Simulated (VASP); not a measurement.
MnPbO3:

```
Mn Pb O
1.0
     3.91463    0.00000    0.00000
     0.00000    3.91463    0.00000
     0.00000    0.00000    3.91463
Mn Pb O
1 1 3
Direct
  0.50000 0.50000 0.50000
  0.00000 0.00000 0.00000
  0.00000 0.50000 0.50000
  0.50000 0.00000 0.50000
  0.50000 0.50000 0.00000
```

Program: VASP 6.6.1. Alike in all runs: task single point; potentials or basis VASP PAW LDA potentials, release 64 (Mn_pv, Pb_d, O); spin collinear, ferromagnetic start; cell as given; k mesh 6 × 6 × 6; cutoff (eV) 520; smearing fermi-dirac 0.1 eV.

Question: Order these runs on this cell by their pressure, lowest first.
A. level LDA+U; U Mn d U = 4.5 eV
B. level LDA+U; U Mn d U = 6.0 eV
C. level LDA+U; U Mn d U = 3.0 eV
D. level LDA

Answer: D (-16.6 GPa), C (-13.9 GPa), A (-11.9 GPa), B (-9.6 GPa).

Caveats: the cell stands under tension; a cell with one magnetic atom can't hold antiferromagnetic order, which such compounds often take.
